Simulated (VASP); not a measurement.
# Ba3Ti3SiCl4O9 in VASP: a series of runs

Runs on Ba3Ti3SiCl4O9. Level: PBE. Tasks: single point.

All numbers are computed with VASP 6.6.1; they aren't measurements. Logs are shortened: lines on timing, memory, paths and dates and some standing lists are left out, and cuts for length are marked.

### 1 The cell of the first run

The cell holds a slab with vacuum, 20 atoms: a = 5.657 Å, b = 5.657 Å, c = 20.703 Å, α = 90.00°, β = 90.00°, γ = 120.00°.

### 2 Single point, PBE

The input, INCAR:

```
SYSTEM = Ba3Ti3SiCl4O9
ALGO = Normal
EDIFF = 1E-6
ENCUT = 520
GGA = PE
ISIF = 2
ISMEAR = -1
LASPH = .TRUE.
LCHARG = .TRUE.
LELF = .TRUE.
LREAL = Auto
LVHAR = .TRUE.
LWAVE = .FALSE.
NBANDS = 92
NELM = 60
PREC = Accurate
SIGMA = 0.05
```

The input, KPOINTS:

```
k-points
0
G
  2 2 1
  0 0 0
```

The input, POSCAR:

```
Ba3Ti3SiCl4O9
1.0
    5.6572970000      0.0000000000      0.0000000000
   -2.8286490000      4.8993630000      0.0000000000
    0.0000000000      0.0000000000     20.7026380000
Ba Ti O Si Cl
3 3 9 1 4
Direct
    0.0000000000      0.0000000000      0.0483030000
    0.6668795533      0.3338798103      0.1452842669
    0.3335625917      0.6696601245      0.2733880963
    0.3333333000      0.6666667000      0.0997380000
   -0.0001203601      0.0025861430      0.2187073418
    0.6670964511      0.3370961388      0.3260521739
    0.4970667000      0.9941333000      0.0524138000
    0.0058667000      0.5029333000      0.0524138000
    0.4970667000      0.5029333000      0.0524138000
    0.1652908852      0.3293618970      0.1766179309
    0.6750924340      0.8382985425      0.1763326467
    0.1642333669      0.8395157618      0.1772557822
    0.8331364963      0.6747105930      0.2970827085
    0.3299094143      0.1712549869      0.2972694078
    0.8307630146      0.1715533891      0.2927242151
    0.7192966839      0.4912048293      0.5288288452
    1.0510084062      0.8743740228      0.5270713995
    0.3906474078      0.5433519922      0.5155811946
    0.7350733729      0.2577774487      0.4479459896
    0.6992548222      0.2964924832      0.6135890935
```

Potentials or basis: VASP PAW PBE potentials, release 64 (Ba_sv, Ti_sv, O, Si, Cl).

Command:

```sh
> cat potpaw_PBE.64/Ba_sv/POTCAR potpaw_PBE.64/Ti_sv/POTCAR potpaw_PBE.64/O/POTCAR potpaw_PBE.64/Si/POTCAR potpaw_PBE.64/Cl/POTCAR > POTCAR
> mpirun -np 1 vasp_std > vasp.out
```

OUTCAR:

```text
SYSTEM = Ba3Ti3SiCl4O9
   EDIFF = 1E-6
   ENCUT = 520
   GGA = PE
   ISIF = 2
   ISMEAR = -1
   LASPH = .TRUE.
   LREAL = Auto
   NELM = 60
   PREC = Accurate

 ion  position               nearest neighbor table
   1  0.000  0.000  0.048-   7 2.83   8 2.83   9 2.83   9 2.83   7 2.83   8 2.83  11 3.09  12 3.11
                            10 3.11   4 3.44   4 3.44   4 3.44   5 3.53   2 3.83   2 3.83   2 3.84
   2  0.667  0.334  0.145-   9 2.54   8 2.54   7 2.54  12 2.90  10 2.90  11 2.90  11 2.90  10 2.91
                            12 2.91   4 3.40   4 3.40   4 3.40   5 3.59   5 3.60   5 3.61   6 3.74
   3  0.334  0.670  0.273-  12 2.59  10 2.61  11 2.61  14 2.85  15 2.85  13 2.85  15 2.86  13 2.89
                            14 2.89   6 3.44   6 3.44   6 3.45   5 3.46   5 3.46   5 3.46   4 3.60
   4  0.333  0.667  0.100-   8 1.88   7 1.88   9 1.88  10 2.29  11 2.31  12 2.32   2 3.40   2 3.40
                             2 3.40   1 3.44   1 3.44   1 3.44   3 3.60
   5  1.000  0.003  0.219-  11 1.82  12 1.82  10 1.82  15 2.26  13 2.28  14 2.29   3 3.46   3 3.46
                             3 3.46   1 3.53   2 3.59   2 3.60   2 3.61
   6  0.667  0.337  0.326-  15 1.75  14 1.76  13 1.76  19 2.62   3 3.44   3 3.44   3 3.45   2 3.74

   7  0.497  0.994  0.052-   4 1.88   2 2.54   1 2.83   1 2.83
   8  0.006  0.503  0.052-   4 1.88   2 2.54   1 2.83   1 2.83
   9  0.497  0.503  0.052-   4 1.88   2 2.54   1 2.83   1 2.83
  10  0.165  0.329  0.177-   5 1.82   4 2.29   3 2.61   2 2.90   2 2.91   1 3.11
  11  0.675  0.838  0.176-   5 1.82   4 2.31   3 2.61   2 2.90   2 2.90   1 3.09
  12  0.164  0.840  0.177-   5 1.82   4 2.32   3 2.59   2 2.90   2 2.91   1 3.11
  13  0.833  0.675  0.297-   6 1.76   5 2.28   3 2.85   3 2.89
  14  0.330  0.171  0.297-   6 1.76   5 2.29   3 2.85   3 2.89
  15  0.831  0.172  0.293-   6 1.75   5 2.26   3 2.85   3 2.86
  16  0.719  0.491  0.529-  17 2.04  18 2.04  20 2.04  19 2.16
  17  0.051  0.874  0.527-  16 2.04
  18  0.391  0.543  0.516-  16 2.04
  19  0.735  0.258  0.448-  16 2.16   6 2.62
  20  0.699  0.296  0.614-  16 2.04

  LATTYP: Found a hexagonal cell.
 ALAT       =     5.6572970000
 C/A-ratio  =     3.6594575112

  Lattice vectors:

 A1 = (   5.6572970000,   0.0000000000,   0.0000000000)
 A2 = (  -2.8286490000,   4.8993630000,   0.0000000000)
 A3 = (   0.0000000000,   0.0000000000,  20.7026380000)

Analysis of symmetry for initial positions (statically):
=====================================================================
 Subroutine PRICEL returns:
 Original cell was already a primitive cell.

 Routine SETGRP: Setting up the symmetry group for a
 hexagonal supercell.

 Subroutine GETGRP returns: Found  1 space group operations
 (whereof  1 operations were pure point group operations)
 out of a pool of 24 trial point group operations.
[... 138 lines left out ...]
   POTIM  = 0.5000    time-step for ionic-motion
   TEBEG  =    0.0;   TEEND  =   0.0 temperature during run
   PSTRESS=    0.0 pullay stress
   NELECT =     152.0000    total number of electrons
   NUPDOWN=      -1.0000    fix difference up-down
   EMIN   =  10.00;   EMAX   =-10.00  energy-range for DOS
   EFERMI =   0.00;   METHOD = LEGACY
   ISMEAR =    -1;   SIGMA  =   0.05  broadening in eV -4-tet -1-fermi 0-gaus
   EFERMI_NEDOS =   21; number of points for ismear=-14 and -15
   IALGO  =     38    algorithm
   IMIX   =      4    mixing-type and parameters
     AMIX     =   0.40;   BMIX     =  1.00
     AMIX_MAG =   1.60;   BMIX_MAG =  1.00
  volume/ion in A,a.u.               =      28.69       193.62
  Fermi-wavevector in a.u.,A,eV,Ry     =   1.051392  1.986842 15.040217  1.105425
  Thomas-Fermi vector in A             =   2.186433
   LORBIT       =      0    0 simple, 1 ext, 2 COOP (PROOUT), +10 PAW based schemes
   GGA     = PE    functional components
   LHFCALC =     F    Hartree Fock is set to
   AEXX    =    0.0000 exact exchange contribution
   IVDW    =     0    specifies the selected vdW correction
   LEPSILON=     F    determine dielectric tensor
   LRPA    =     F    only Hartree local field effects (RPA)
 non-spin polarized calculation
  energy-cutoff  :      520.00
  volume of cell :      573.82
 maximum number of plane-waves:     15449
   NGX = 21   NGY = 21   NGZ = 77

 number of electron     151.9999984 magnetization

 Free energy of the ion-electron system (eV)
  ---------------------------------------------------
  ext. energy  EPLUGINS =         0.00000000
  ---------------------------------------------------
  free energy    TOTEN  =      -133.45246174 eV

  energy without entropy =     -133.39784285  energy(sigma->0) =     -133.42515230

 E-fermi :   0.8995     XC(G=0):  -6.4284

 val. band max:        0.8617365380   @ k =   0.0000   0.0000   0.0000
 cond. band min:       0.9238925604   @ k =   0.0000   0.0000   0.0000
 fundamental gap:      0.0621560224
 Fermi energy:         0.8995417986

 k-point     1 :       0.0000    0.0000    0.0000
  band No.  band energies     occupation
      1     -56.6758      2.00000
      2     -56.3244      2.00000
      3     -54.9957      2.00000
      4     -33.1370      2.00000
      5     -33.1185      2.00000
      6     -33.1150      2.00000
[... 353 lines left out ...]
     87       3.9556      0.00000
     88       4.2478      0.00000
 [bands above 88 left out]

------------------------ aborting loop because EDIFF is reached ----------------------------------------

  FORCE on cell =-STRESS in cart. coord.  units (eV):
  Direction    XX          YY          ZZ          XY          YZ          ZX
  --------------------------------------------------------------------------------------
  -------------------------------------------------------------------------------------
  Total       10.2903773      9.6057027     -2.3738222      0.3652997      0.0133139     -0.0082383
  in kB       28.7321150     26.8204116     -6.6280302      1.0199658      0.0371741     -0.0230024
  external PRESSURE =      16.3081655 kB  Pullay stress =       0.0000000 kB

 VOLUME and BASIS-vectors are now :
 -----------------------------------------------------------------------------
  energy-cutoff  :      520.00
  volume of cell :      573.82
      direct lattice vectors                 reciprocal lattice vectors
     5.657297000  0.000000000  0.000000000     0.176762860  0.102054101  0.000000000
    -2.828649000  4.899363000  0.000000000     0.000000000  0.204108167  0.000000000
     0.000000000  0.000000000 20.702638000     0.000000000  0.000000000  0.048303023

 POSITION                                       TOTAL-FORCE (eV/Angst)
 -----------------------------------------------------------------------------------
      0.00000      0.00000      1.00000        -0.004385      0.005561     -1.284312
      2.82831      1.63580      3.00777         0.001125      0.005369      0.346759
     -0.00717      3.28091      5.65985        -0.005957      0.008652      0.260370
     -0.00000      3.26624      2.06484         0.029679     -0.025420     -3.902972
      5.64930      0.01267      4.52782        -0.006839      0.051076      0.166020
      2.82044      1.65156      6.75014         0.010703     -0.001573      0.186620
[... 12 lines left out ...]
      3.42937      1.26295      9.27366        -0.035674      0.040702      0.026204
      3.11722      1.45262     12.70291        -0.013329      0.029712     -0.074636
 -----------------------------------------------------------------------------------
    total drift:                                0.022454     -0.022166      0.008533

  FREE ENERGIE OF THE ION-ELECTRON SYSTEM (eV)
  ---------------------------------------------------
  free  energy   TOTEN  =      -133.4524617419 eV

  energy  without entropy=     -133.3978428511  energy(sigma->0) =     -133.42515230
```

OSZICAR:

```text
N       E                     dE             d eps       ncg     rms          rms(c)
DAV:   1     0.170163742222E+04    0.17016E+04   -0.71698E+04   792   0.151E+03
DAV:   2     0.808538008408E+02   -0.16208E+04   -0.15700E+04   936   0.397E+02
DAV:   3    -0.152405144216E+03   -0.23326E+03   -0.23180E+03   992   0.159E+02
[... 26 lines left out ...]
DAV:  30    -0.133452447018E+03   -0.69298E-05   -0.72103E-06   920   0.926E-03    0.907E-03
DAV:  31    -0.133452454200E+03   -0.71819E-05   -0.83250E-07   584   0.359E-03    0.760E-03
DAV:  32    -0.133452458366E+03   -0.41666E-05   -0.52217E-07   576   0.276E-03    0.855E-03
DAV:  33    -0.133452460920E+03   -0.25532E-05   -0.86252E-07   576   0.303E-03    0.338E-03
DAV:  34    -0.133452461742E+03   -0.82235E-06   -0.26702E-07   544   0.183E-03
   1 F= -.13345246E+03 E0= -.13342515E+03  d E =-.546189E-01
```

It took 32 min on 1 thread of Intel Xeon 8259CL, shared host; peak memory 0.7 GiB.

Results:

- Free energy: -133.4525 eV
- Largest force: 3.903 eV/Å
- Band gap on the k mesh: 0.06 eV

Forces on the atoms (eV/Å):
```
Ba  -0.004  0.006 -1.284
Ba   0.001  0.005  0.347
Ba  -0.006  0.009  0.260
Ti   0.030 -0.025 -3.903
Ti  -0.007  0.051  0.166
Ti   0.011 -0.002  0.187
O   -0.010 -1.599  1.577
O    1.395  0.824  1.584
O   -1.417  0.823  1.567
O    0.000 -0.029 -0.116
O   -0.022 -0.022 -0.122
O    0.022 -0.025 -0.138
O    0.005  0.067 -0.029
O   -0.081 -0.045 -0.053
O    0.100 -0.051 -0.040
Si  -0.015  0.015  0.031
Cl   0.003 -0.041  0.000
Cl   0.046 -0.030  0.016
Cl  -0.036  0.041  0.026
Cl  -0.013  0.030 -0.075
```

Caveat: the k points lie up to 0.64 Å⁻¹ apart; there is no dipole correction, which matters where the two faces differ; spin-orbit coupling is left out, which moves the levels of the heavy elements.

### 3 Single point, PBE

The input, INCAR:

```
  PREC = Accurate
  ENCUT = 520
  EDIFF = 1E-7
  ISMEAR = -1
  SIGMA = 0.05
  LREAL = Auto
  LASPH = True
  NELM = 60
  ALGO = Normal
  ISIF = 2
  LWAVE = False
  LCHARG = False
  GGA = PE
  NBANDS = 92
```

The input, KPOINTS:

```
regular mesh
0
Gamma
  2 2 1
```

The input, POSCAR:

```
Ba3Ti3SiCl4O9
1.0
    5.6572970000      0.0000000000      0.0000000000
   -2.8286490000      4.8993630000      0.0000000000
    0.0000000000      0.0000000000     20.7026380000
Ba Ti O Si Cl
3 3 9 1 4
Direct
    0.0000000000      0.0000000000      0.0483030230
    0.6711960657      0.3406769411      0.1427547542
    0.3203829718      0.6603511518      0.2738105163
    0.3333291060      0.6666580941      0.0997360819
   -0.0235997969     -0.0254931100      0.2138809557
    0.6511906571      0.3390236649      0.3219541394
    0.4970647063      0.9941292368      0.0524136103
    0.0058771930      0.5029429336      0.0524136103
    0.4970658295      0.5029429336      0.0524136103
    0.1374087607      0.2960997175      0.1746105979
    0.6425355364      0.7858572635      0.1767697431
    0.1740080688      0.8469468378      0.1722099377
    0.8444427388      0.6733120204      0.2890259686
    0.3356985850      0.2133338559      0.2921077014
    0.7787425604      0.1272614419      0.3027150453
    0.7175376902      0.4725308168      0.5225082910
    1.0438749871      0.8650104105      0.5205375276
    0.3846191251      0.5092906976      0.5123888076
    0.7083545112      0.2235596750      0.4446776300
    0.6624211683      0.2727497432      0.6079273569
```

Potentials or basis: VASP PAW PBE potentials, release 64 (Ba_sv, Ti_sv, O, Si, Cl).

Command:

```sh
> cat potpaw_PBE.64/Ba_sv/POTCAR potpaw_PBE.64/Ti_sv/POTCAR potpaw_PBE.64/O/POTCAR potpaw_PBE.64/Si/POTCAR potpaw_PBE.64/Cl/POTCAR > POTCAR
> mpirun -np 1 vasp_std > vasp.out
```

OUTCAR:

```text
PREC = Accurate
   ENCUT = 520
   EDIFF = 1E-7
   ISMEAR = -1
   LREAL = Auto
   LASPH = True
   NELM = 60
   ISIF = 2
   GGA = PE

 ion  position               nearest neighbor table
   1  0.000  0.000  0.048-   9 2.83   8 2.83   7 2.83   7 2.83   9 2.83   8 2.83  10 2.99  12 3.03
                            11 3.19   5 3.43   4 3.44   4 3.44   4 3.44   2 3.78   2 3.82   2 3.83
   2  0.671  0.341  0.143-   8 2.49   9 2.49   7 2.53  11 2.70  10 2.85  12 2.87  12 2.92  10 2.98
                            11 3.14   4 3.36   4 3.37   4 3.42   5 3.44   5 3.61   5 3.71   6 3.71
   3  0.320  0.660  0.274-  11 2.56  14 2.60  12 2.66  15 2.69  10 2.72  13 2.75  13 2.95  15 3.10
                            14 3.11   6 3.35   6 3.43   5 3.45   5 3.46   6 3.47   5 3.58   4 3.60
   4  0.333  0.667  0.100-   9 1.88   8 1.88   7 1.88  11 2.21  12 2.24  10 2.39   2 3.36   2 3.37
                             2 3.42   1 3.44   1 3.44   1 3.44   3 3.60
   5  0.976  0.975  0.214-  10 1.77  11 1.81  12 1.82  13 2.15  14 2.42   1 3.43   2 3.44   3 3.45
                             3 3.46   3 3.58   2 3.61   2 3.71
   6  0.651  0.339  0.322-  14 1.67  15 1.73  13 1.78  19 2.68   3 3.35   3 3.43   3 3.47   2 3.71

   7  0.497  0.994  0.052-   4 1.88   2 2.53   1 2.83   1 2.83
   8  0.006  0.503  0.052-   4 1.88   2 2.49   1 2.83   1 2.83
[... 224 lines left out ...]
      5     -33.0558      2.00000
      6     -32.9908      2.00000
[... 353 lines left out ...]
     87       4.0457      0.00000
     88       4.2286      0.00000
 [bands above 88 left out]

------------------------ aborting loop because EDIFF is reached ----------------------------------------

  FORCE on cell =-STRESS in cart. coord.  units (eV):
  Direction    XX          YY          ZZ          XY          YZ          ZX
  --------------------------------------------------------------------------------------
  -------------------------------------------------------------------------------------
  Total       17.6826734     13.4728952      1.9789757     -0.6667436      0.1977275      2.1537322
  in kB       49.3723981     37.6181322      5.5255659     -1.8616375      0.5520816      6.0135094
  external PRESSURE =      30.8386988 kB  Pullay stress =       0.0000000 kB

 VOLUME and BASIS-vectors are now :
 -----------------------------------------------------------------------------
  energy-cutoff  :      520.00
  volume of cell :      573.82
      direct lattice vectors                 reciprocal lattice vectors
     5.657297000  0.000000000  0.000000000     0.176762860  0.102054101  0.000000000
    -2.828649000  4.899363000  0.000000000     0.000000000  0.204108167  0.000000000
     0.000000000  0.000000000 20.702638000     0.000000000  0.000000000  0.048303023

 POSITION                                       TOTAL-FORCE (eV/Angst)
 -----------------------------------------------------------------------------------
      0.00000      0.00000      1.00000         0.056893      0.067697     -1.546851
      2.83350      1.66910      2.95540        -0.107160     -0.665362      0.475938
     -0.05540      3.23530      5.66860        -0.374558      0.073818     -0.067910
      0.00000      3.26620      2.06480        -0.022661      0.221746     -4.243985
      2.76725      4.77446      4.42790         0.793433     -0.069937      0.963953
      2.72500      1.66100      6.66530         1.356428      1.275967      1.795180
[... 12 lines left out ...]
      3.37500      1.09530      9.20600         0.076888      0.197857     -0.053274
      2.97600      1.33630     12.58570         0.365858      0.037018      0.065066
 -----------------------------------------------------------------------------------
    total drift:                               -0.006223      0.012401      0.005708

  FREE ENERGIE OF THE ION-ELECTRON SYSTEM (eV)
  ---------------------------------------------------
  free  energy   TOTEN  =      -132.7250601117 eV

  energy  without entropy=     -132.6757258199  energy(sigma->0) =     -132.70039297
```

stdout:

```text
POSCAR found type information on POSCAR BaTiO SiCl
 POSCAR found :  5 types and      20 ions
 scaLAPACK will be used
 LDA part: xc-table for (Slater+PW92), standard interpolation
 POSCAR, INCAR and KPOINTS ok, starting setup
 FFT: planning ... GRIDC
 FFT: planning ... GRID_SOFT
 FFT: planning ... GRID
 WAVECAR not read
 entering main loop
```

It took 28 min on 1 thread of Intel Xeon 8259CL, shared host; peak memory 0.7 GiB.

Results:

| Property | Result |
| --- | --- |
| Free energy | -132.7251 eV |
| Largest force | 4.250 eV/Å |
| Band gap on the k mesh | 0.11 eV |

Forces in eV/Å, atoms in the order of the input:
```
Ba   0.057  0.068 -1.547
Ba  -0.107 -0.665  0.476
Ba  -0.375  0.074 -0.068
Ti  -0.023  0.222 -4.244
Ti   0.793 -0.070  0.964
Ti   1.356  1.276  1.795
O    0.111 -1.757  1.532
O    1.422  0.788  1.406
O   -1.427  0.773  1.413
O   -0.650  0.858 -0.255
O   -0.056  0.757 -0.373
O   -0.279 -0.516  0.268
O    0.319  0.134  0.183
O   -1.998 -1.818 -0.725
O    0.945 -0.227 -0.879
Si   0.275  0.130  0.318
Cl  -0.044 -0.550 -0.007
Cl  -0.762  0.288 -0.270
Cl   0.077  0.198 -0.053
Cl   0.366  0.037  0.065
```

Levels at points of the mesh, in eV from the valence-band top:
| k point | band 74 | band 75 | band 76 | band 77 | band 78 | band 79 |
| --- | --- | --- | --- | --- | --- | --- |
| (0.00, 0.00, 0.00) | -0.13 | -0.11 | 0.00 | 0.11 | 1.13 | 1.87 |
| (0.50, 0.00, 0.00) | -0.53 | -0.28 | -0.19 | 0.39 | 1.09 | 1.42 |
| (0.00, 0.50, 0.00) | -0.52 | -0.26 | -0.19 | 0.15 | 1.28 | 1.77 |
| (0.50, 0.50, 0.00) | -0.54 | -0.27 | -0.20 | 0.47 | 1.25 | 1.54 |

Caveat: the k points lie up to 0.64 Å⁻¹ apart; there is no dipole correction, which matters where the two faces differ; spin-orbit coupling is left out, which moves the levels of the heavy elements.
